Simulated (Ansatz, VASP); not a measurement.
**One calculation of InP, two programs**

INCAR

```
ALGO     = Normal         # electronic algorithm
EDIFF    = 1E-6           # SCF threshold, eV
ENCUT    = 500            # plane-wave cutoff, eV
GGA_COMPAT= False        
ISIF     = 2              # what is computed and relaxed
ISMEAR   = 0              # smearing method
LASPH    = True           # aspherical terms in the spheres
LCHARG   = False          # write CHGCAR
LREAL    = False          # projectors in reciprocal space
LWAVE    = False          # write WAVECAR
NBANDS   = 16             # bands
NELM     = 120            # most SCF steps
PREC     = Accurate       # precision mode
SIGMA    = 0.05           # smearing width, eV
```

The input KPOINTS:

```
k-points
0
Gamma
  4 4 4
```

Contents of POSCAR:

```
InP
1.0
    0.0000000000      2.6109101259      3.6918269180
    2.6109101259      0.0000000000      3.6918269180
    2.6109101259      2.6109101259      0.0000000000
In P
1 1
Direct
    0.0000000000      0.0000000000      0.0000000000
    0.7500000000      0.7500000000      0.7500000000
```

Input for Ansatz:

```yaml
crystal:
  lattice:
    - [0.0, 2.6109101259, 3.691826918]
    - [2.6109101259, 0.0, 3.691826918]
    - [2.6109101259, 2.6109101259, 0.0]
  atoms:
    - { symbol: In, position: [0.0, 0.0, 0.0] }
    - { symbol: P, position: [0.75, 0.75, 0.75] }
basis:
  ecutwfc: 420
kpoints:
  mp_grid: { grid: [4, 4, 4] }
hamiltonian:
  xc: lda
scf:
  occupations: { method: gaussian, width: 0.05 }
output:
  forces: true
  stress: true
  eigenvalues: true
```

Alike in both runs: task single point; functional LDA; k mesh 4 × 4 × 4; occupations gaussian, width 0.05 eV; no spin polarisation.

|  | VASP | Ansatz |
| --- | --- | --- |
| version | VASP 6.6.1 | Ansatz 0.2.0 |
| potentials or method | VASP PAW LDA potentials, release 64 (In_d, P), cutoff 500 eV | scalar-relativistic, plane waves, PAW |
| valence electrons in the cell | 18 | 18 |

|  | VASP | Ansatz | Ansatz less VASP |
| --- | --- | --- | --- |
| gap on the k mesh at the Fermi level (eV) | none | none | - |
| pressure (GPa) | -2.6 | -2.6 | 0.00 |
| traceless stress, the component that is largest in VASP (GPa) | -12.81 | -12.83 | -0.013 |

LDA's correlation is that of Perdew and Zunger in VASP and of Perdew and Wang (1992) in Ansatz. A gap of «none» marks a metal or a gap that the smearing closes.

The k mesh is coarse, so the values compare programs but aren't converged.
